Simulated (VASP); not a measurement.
Write the native input for VASP 6.6.1 that does the following.

- Task: relaxation of cell and atoms
- Functional: PBE
- Potentials or basis: VASP PAW PBE potentials, release 64 (Zn, Ge_d, N)
- Cutoff: 600 eV
- k mesh: 6 × 6 × 4
- Occupations: gaussian, width 0.1 eV
- Spin: no spin polarisation
- Dipole correction: no
- Further INCAR settings: ALGO = Normal; EDIFF = 1e-06; IBRION = 2; EDIFFG = -0.04; NSW = 90; ISIF = 3

The structure of ZnGe2N lies in POSCAR:

```
ZnGe2N
1.0
    3.0240954200      0.0000000000      0.0000000000
    0.0000000000      3.6011707500      0.0000000000
    0.0000000000      0.0000000000      5.8026202200
Zn Ge N
1 2 1
Direct
    0.0000000000      0.0000000000      0.0000000000
    0.0000000000      0.5000000000      0.2708497900
    0.0000000000      0.5000000000      0.7291502100
    0.5000000000      0.5000000000      0.5000000000
```

The cell was generated, and may not be a known phase.

One way to write it, as run:

INCAR

```
PREC = Accurate
ENCUT = 600
EDIFF = 1E-6
ISMEAR = 0
SIGMA = 0.1
LREAL = False
LASPH = True
NELM = 80
ALGO = Normal
ISIF = 3
LWAVE = False
LCHARG = False
GGA = PE
IBRION = 2
NSW = 90
EDIFFG = -0.04
```

KPOINTS

```
regular mesh
0
Gamma
  6 6 4
```

Potentials or basis: VASP PAW PBE potentials, release 64 (Zn, Ge_d, N).

The run is started by

```bash
$ cat potpaw_PBE.64/Zn/POTCAR potpaw_PBE.64/Ge_d/POTCAR potpaw_PBE.64/N/POTCAR > POTCAR
$ mpirun -np 1 vasp_std > vasp.out
```

It gave:

```
Relaxed volume                        : 17.74 Å³/atom
Relaxed cell                          : a = 2.859 Å, b = 4.037 Å, c = 6.146 Å, α = 90.00°, β = 90.00°, γ = 90.00°
Space group after relaxing (to 0.1 Å) : Pmmm (No. 47)
Energy gained by relaxing             : 142.5 meV/atom
Ionic steps                           : 16
Pressure after relaxing               : 0.1 GPa
Largest force after relaxing          : 0.004 eV/Å
Band gap on the k mesh                : zero (an odd number of electrons rules out a gap without spin polarisation)
```

Caveat: an odd number of electrons without spin polarisation forces a metal; a magnetic or distorted state may lie lower.

Wall time 4.6 min on 1 thread of Intel(R) Xeon(R) 6975P-C (Granite Rapids), on a shared host, peak memory 0.25 GiB.
